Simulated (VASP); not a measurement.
# Al5Cl2 (P6/mmm) in VASP: relaxation of cell and atoms with PBE

Aim: the relaxation of cell and atoms of Al5Cl2 with PBE.

Everything below comes from runs of VASP 6.6.1. Logs are shortened: lines on timing, memory, paths and dates and some standing lists are left out, and cuts for length are marked.

## (1) The cell of the first run

Symmetry: P6/mmm, No. 191, hexagonal system. The conventional cell has a = 5.547 Å, b = 5.547 Å, c = 5.344 Å, α = 90.00°, β = 90.00°, γ = 120.00°. Al (site symmetry 6/mmm) has 2 Al at 2.67 Å and 6 Cl at 3.20 Å within 3.5 Å. Al (site symmetry 6/mmm) has 8 Al at 2.67 to 2.77 Å within 3.5 Å. Within 3.7 Å of Al (site symmetry mmm) lie 6 Al at 2.77 Å and 4 Cl at 3.11 Å. Cl (site symmetry -6m2) has 9 Al at 3.11 to 3.20 Å and 3 Cl at 3.20 Å within 4.1 Å.

## (2) Relaxation of cell and atoms, PBE

Input file INCAR:

```
PREC = Accurate
ENCUT = 600
EDIFF = 1E-6
ISMEAR = 0
SIGMA = 0.1
LREAL = F
LASPH = T
NELM = 100
ALGO = Normal
ISIF = 3
LWAVE = F
LCHARG = F
GGA = PE
IBRION = 2
NSW = 100
EDIFFG = -0.01
```

Input file KPOINTS:

```
Automatic mesh
0
Gamma
  12 12 8
```

Input file POSCAR:

```
Al5Cl2
1.0
    5.5471153526      0.0000000000      0.0000000000
   -2.7735576763      4.8039428131      0.0000000000
    0.0000000000      0.0000000000      5.3436249790
Al Cl
5 2
Direct
    0.0000000000      0.0000000000      0.0000000000
    0.0000000000      0.0000000000      0.5000000000
    0.5000000000      0.0000000000      0.5000000000
    0.0000000000      0.5000000000      0.5000000000
    0.5000000000      0.5000000000      0.5000000000
    0.3333333333      0.6666666667      0.0000000000
    0.6666666667      0.3333333333      0.0000000000
```

Potentials or basis: VASP PAW PBE potentials, release 64 (Al, Cl).

Launch:

```sh
> cat potpaw_PBE.64/Al/POTCAR potpaw_PBE.64/Cl/POTCAR > POTCAR
> mpirun -np 1 vasp_std > vasp.out
```

OUTCAR:

```text
PREC = Accurate
   ENCUT = 600
   EDIFF = 1E-6
   ISMEAR = 0
   LREAL = F
   LASPH = T
   NELM = 100
   ISIF = 3
   GGA = PE
   IBRION = 2
   NSW = 100
   EDIFFG = -0.01

 ion  position               nearest neighbor table
   1  0.000  0.000  0.000-   2 2.67   2 2.67
   2  0.000  0.000  0.500-   1 2.67   1 2.67   3 2.77   3 2.77   4 2.77   4 2.77   5 2.77   5 2.77

   3  0.500  0.000  0.500-   2 2.77   2 2.77   5 2.77   5 2.77   4 2.77   4 2.77
   4  0.000  0.500  0.500-   5 2.77   5 2.77   2 2.77   2 2.77   3 2.77   3 2.77
   5  0.500  0.500  0.500-   4 2.77   4 2.77   2 2.77   3 2.77   3 2.77   2 2.77
   6  0.333  0.667  0.000-
   7  0.667  0.333  0.000-

  LATTYP: Found a hexagonal cell.
 ALAT       =     5.5471153526
 C/A-ratio  =     0.9633160011

  Lattice vectors:

 A1 = (   5.5471153526,   0.0000000000,   0.0000000000)
 A2 = (  -2.7735576763,   4.8039428131,   0.0000000000)
 A3 = (   0.0000000000,   0.0000000000,   5.3436249790)

Analysis of symmetry for initial positions (statically):
=====================================================================
 Subroutine PRICEL returns:
 Original cell was already a primitive cell.

 Routine SETGRP: Setting up the symmetry group for a
 hexagonal supercell.

 Subroutine GETGRP returns: Found 24 space group operations
 (whereof 24 operations were pure point group operations)
 out of a pool of 24 trial point group operations.

The static configuration has the point symmetry D_6h.

Analysis of symmetry for dynamics (positions and initial velocities):
=====================================================================
 Subroutine PRICEL returns:
 Original cell was already a primitive cell.

 Routine SETGRP: Setting up the symmetry group for a
 hexagonal supercell.

 Subroutine GETGRP returns: Found 24 space group operations
 (whereof 24 operations were pure point group operations)
 out of a pool of 24 trial point group operations.

The dynamic configuration has the point symmetry D_6h.

 Subroutine INISYM returns: Found 24 space group operations
 (whereof 24 operations are pure point group operations),
 and found     1 'primitive' translations

----------------------------------------------------------------------------------------

                                     Primitive cell

  volume of cell :     142.3971

  direct lattice vectors                    reciprocal lattice vectors
     5.547115353  0.000000000  0.000000000     0.180273879  0.104081172  0.000000000
    -2.773557676  4.803942813  0.000000000     0.000000000  0.208162345  0.000000000
     0.000000000  0.000000000  5.343624979     0.000000000  0.000000000  0.187138881

  length of vectors
     5.547115353  5.547115353  5.343624979     0.208162345  0.208162345  0.187138881

  position of ions in fractional coordinates (direct lattice)
     0.000000000  0.000000000  0.000000000
     0.000000000  0.000000000  0.500000000
     0.500000000  0.000000000  0.500000000
     0.000000000  0.500000000  0.500000000
     0.500000000  0.500000000  0.500000000
     0.333333333  0.666666667  0.000000000
     0.666666667  0.333333333  0.000000000

  ion indices of the primitive-cell ions
   primitive index   ion index
                 1           1
                 2           2
[... 84 lines left out ...]
   ISYM   =      2    0-nonsym 1-usesym 2-fastsym
   POTIM  = 0.5000    time-step for ionic-motion
   TEBEG  =    0.0;   TEEND  =   0.0 temperature during run
   PSTRESS=    0.0 pullay stress
   NELECT =      29.0000    total number of electrons
   NUPDOWN=      -1.0000    fix difference up-down
   EMIN   =  10.00;   EMAX   =-10.00  energy-range for DOS
   EFERMI =   0.00;   METHOD = LEGACY
   ISMEAR =     0;   SIGMA  =   0.10  broadening in eV -4-tet -1-fermi 0-gaus
   EFERMI_NEDOS =   21; number of points for ismear=-14 and -15
   IALGO  =     38    algorithm
   IMIX   =      4    mixing-type and parameters
     AMIX     =   0.40;   BMIX     =  1.00
     AMIX_MAG =   1.60;   BMIX_MAG =  1.00
  volume/ion in A,a.u.               =      20.34       137.28
  Fermi-wavevector in a.u.,A,eV,Ry     =   0.963179  1.820145 12.622322  0.927714
  Thomas-Fermi vector in A             =   2.092702
   LORBIT       =      0    0 simple, 1 ext, 2 COOP (PROOUT), +10 PAW based schemes
   GGA     = PE    functional components
   LHFCALC =     F    Hartree Fock is set to
   AEXX    =    0.0000 exact exchange contribution
   IVDW    =     0    specifies the selected vdW correction
   LEPSILON=     F    determine dielectric tensor
   LRPA    =     F    only Hartree local field effects (RPA)
 conjugate gradient relaxation of ions
 non-spin polarized calculation
 Gauss-broadening in eV      SIGMA  =   0.10
  energy-cutoff  :      600.00
  volume of cell :      142.40
 maximum number of plane-waves:      4788
 NGX is ok and might be reduce to    48
   NGX = 23   NGY = 23   NGZ = 21

--------------------------------------- Ionic step        1  -------------------------------------------

 number of electron      29.0000002 magnetization

 Free energy of the ion-electron system (eV)
  ---------------------------------------------------
  ext. energy  EPLUGINS =         0.00000000
  ---------------------------------------------------
  free energy    TOTEN  =       -23.01871639 eV

  energy without entropy =      -23.00736652  energy(sigma->0) =      -23.01304145

------------------------ aborting loop because EDIFF is reached ----------------------------------------

  FORCE on cell =-STRESS in cart. coord.  units (eV):
  Direction    XX          YY          ZZ          XY          YZ          ZX
  --------------------------------------------------------------------------------------
  -------------------------------------------------------------------------------------
  Total       -0.1046941     -0.1046941      0.0054123     -0.0000000      0.0000000      0.0000000
  in kB       -1.1779639     -1.1779639      0.0608960     -0.0000000      0.0000000      0.0000000
  external PRESSURE =      -0.7650106 kB  Pullay stress =       0.0000000 kB

 VOLUME and BASIS-vectors are now :
 -----------------------------------------------------------------------------
  energy-cutoff  :      600.00
  volume of cell :      142.40
      direct lattice vectors                 reciprocal lattice vectors
     5.547115353  0.000000000  0.000000000     0.180273879  0.104081172  0.000000000
    -2.773557676  4.803942813  0.000000000     0.000000000  0.208162345  0.000000000
     0.000000000  0.000000000  5.343624979     0.000000000  0.000000000  0.187138881

 POSITION                                       TOTAL-FORCE (eV/Angst)
 -----------------------------------------------------------------------------------
      0.00000      0.00000      0.00000        -0.000000      0.000000      0.000000
      0.00000      0.00000      2.67181        -0.000000      0.000000      0.000000
      2.77356      0.00000      2.67181        -0.000000      0.000000      0.000000
     -1.38678      2.40197      2.67181        -0.000000      0.000000      0.000000
      1.38678      2.40197      2.67181         0.000000      0.000000      0.000000
     -0.00000      3.20263      0.00000        -0.000000      0.000000      0.000000
      2.77356      1.60131      0.00000         0.000000     -0.000000      0.000000
 -----------------------------------------------------------------------------------
    total drift:                               -0.000000      0.000000      0.000000

  FREE ENERGIE OF THE ION-ELECTRON SYSTEM (eV)
  ---------------------------------------------------
  free  energy   TOTEN  =       -23.0187163882 eV

  energy  without entropy=      -23.0073665198  energy(sigma->0) =      -23.01304145

--------------------------------------- Ionic step        2  -------------------------------------------

 number of electron      29.0000002 magnetization

 Free energy of the ion-electron system (eV)
  ---------------------------------------------------
  ext. energy  EPLUGINS =         0.00000000
  ---------------------------------------------------
  free energy    TOTEN  =       -23.01880602 eV

  energy without entropy =      -23.00745457  energy(sigma->0) =      -23.01313029

 E-fermi :   5.8242     XC(G=0):  -9.4181

 val. band max:        5.8223394511   @ k =   0.4167   0.0000   0.5000
 cond. band min:       5.8255446677   @ k =   0.1667   0.1667   0.2500
 fundamental gap:      0.0032052166
 Fermi energy:         5.8241773748

 k-point     1 :       0.0000    0.0000    0.0000
  band No.  band energies     occupation
      1     -10.5926      2.00000
      2      -9.6832      2.00000
      3      -2.9161      2.00000
      4      -0.2155      2.00000
      5       0.3180      2.00000
      6       0.3180      2.00000
[... 481 lines left out ...]
      5      -0.2046      2.00000
      6       0.3642      2.00000
[... 10 lines left out ...]
     17       7.2043      0.00000
     18       7.5801      0.00000

 [... further k-points ...]

------------------------ aborting loop because EDIFF is reached ----------------------------------------

  FORCE on cell =-STRESS in cart. coord.  units (eV):
  Direction    XX          YY          ZZ          XY          YZ          ZX
  --------------------------------------------------------------------------------------
  -------------------------------------------------------------------------------------
  Total       -0.0121539     -0.0121539      0.0206859      0.0000000     -0.0000000      0.0000000
  in kB       -0.1369417     -0.1369417      0.2330749      0.0000000     -0.0000000      0.0000000
  external PRESSURE =      -0.0136028 kB  Pullay stress =       0.0000000 kB

 VOLUME and BASIS-vectors are now :
 -----------------------------------------------------------------------------
  energy-cutoff  :      600.00
  volume of cell :      142.20
      direct lattice vectors                 reciprocal lattice vectors
     5.543112932  0.000000000  0.000000000     0.180404046  0.104156324 -0.000000000
    -2.771556466  4.800476615 -0.000000000     0.000000000  0.208312649 -0.000000000
     0.000000000  0.000000000  5.343824298     0.000000000  0.000000000  0.187131901

 POSITION                                       TOTAL-FORCE (eV/Angst)
 -----------------------------------------------------------------------------------
      5.54311      0.00000      0.00000        -0.000000     -0.000000     -0.000000
      5.54311      0.00000      2.67191        -0.000000      0.000000     -0.000000
      2.77156      0.00000      2.67191        -0.000000      0.000000     -0.000000
      4.15733      2.40024      2.67191        -0.000000      0.000000     -0.000000
      1.38578      2.40024      2.67191        -0.000000      0.000000     -0.000000
     -0.00000      3.20032     -0.00000        -0.000000      0.000000     -0.000000
      2.77156      1.60016     -0.00000         0.000000     -0.000000      0.000000
 -----------------------------------------------------------------------------------
    total drift:                               -0.000000      0.000000      0.000000

  FREE ENERGIE OF THE ION-ELECTRON SYSTEM (eV)
  ---------------------------------------------------
  free  energy   TOTEN  =       -23.0188060167 eV

  energy  without entropy=      -23.0074545727  energy(sigma->0) =      -23.01313029

 reached required accuracy - stopping structural energy minimisation
```

It took 11 min on 1 thread of Intel Xeon 8259CL, shared host; peak memory 0.49 GiB.

Results:

| Item | Value |
| --- | --- |
| Free energy | -23.0188 eV |
| Relaxed volume | 20.31 Å³/atom |
| Relaxed cell | a = 5.543 Å, b = 5.543 Å, c = 5.344 Å, α = 90.00°, β = 90.00°, γ = 120.00° |
| Space group after relaxing (to 0.05 Å) | P6/mmm (No. 191) |
| Energy gained by relaxing | 0.0 meV/atom |
| Ionic steps | 2 |
| Pressure after relaxing | 0.0 GPa |

Final structure:
```yaml
crystal:
  lattice:
    - [5.54311, 0.00000, 0.00000]
    - [-2.77156, 4.80048, 0.00000]
    - [0.00000, 0.00000, 5.34382]
  atoms:
    - { symbol: Al, position: [0.00000, 0.00000, 0.00000] }
    - { symbol: Al, position: [0.00000, 0.00000, 0.50000] }
    - { symbol: Al, position: [0.50000, 0.00000, 0.50000] }
    - { symbol: Al, position: [0.00000, 0.50000, 0.50000] }
    - { symbol: Al, position: [0.50000, 0.50000, 0.50000] }
    - { symbol: Cl, position: [0.33333, 0.66667, 0.00000] }
    - { symbol: Cl, position: [0.66667, 0.33333, 0.00000] }
```

Caveat: an odd number of electrons without spin polarisation forces a metal; a magnetic or distorted state may lie lower.
